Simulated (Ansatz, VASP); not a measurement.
**One calculation of Si, two programs**

```
CELL_PARAMETERS angstrom
3.82120 0.00000 0.00000
-1.91060 3.30925 0.00000
0.00000 0.00000 6.26954
ATOMIC_POSITIONS crystal
Si 0.33333 0.66667 0.99948
Si 0.66667 0.33333 0.49948
Si 0.33333 0.66667 0.37452
Si 0.66667 0.33333 0.87452
```

Change from the starting cell: strained cell.

Alike in both runs: functional LDA; k mesh 9 × 9 × 6; occupations gaussian, width 0.02 eV; no spin polarisation.

Ansatz relaxed the structure, and its values are those at the end. VASP's run is a single point on that final structure, the one shown.

|  | VASP | Ansatz |
| --- | --- | --- |
| version | VASP 6.6.1 | Ansatz 0.2.0 |
| potentials or method | VASP PAW LDA potentials, release 64 (Si), cutoff 520 eV | scalar-relativistic, plane waves, PAW |
| valence electrons in the cell | 16 | 16 |

```csv
,VASP,Ansatz,Ansatz less VASP
gap on the k mesh at the Fermi level (eV),0.30,0.30,+0.004
least direct gap on the mesh (eV),0.90,0.89,-0.007
pressure (GPa),-0.6,-0.6,-0.06
```

Ansatz warns that its potentials were made for another functional, while VASP's fit it. LDA's correlation is that of Perdew and Zunger in VASP and of Perdew and Wang (1992) in Ansatz. Ansatz's warnings: stress scf threshold loose.
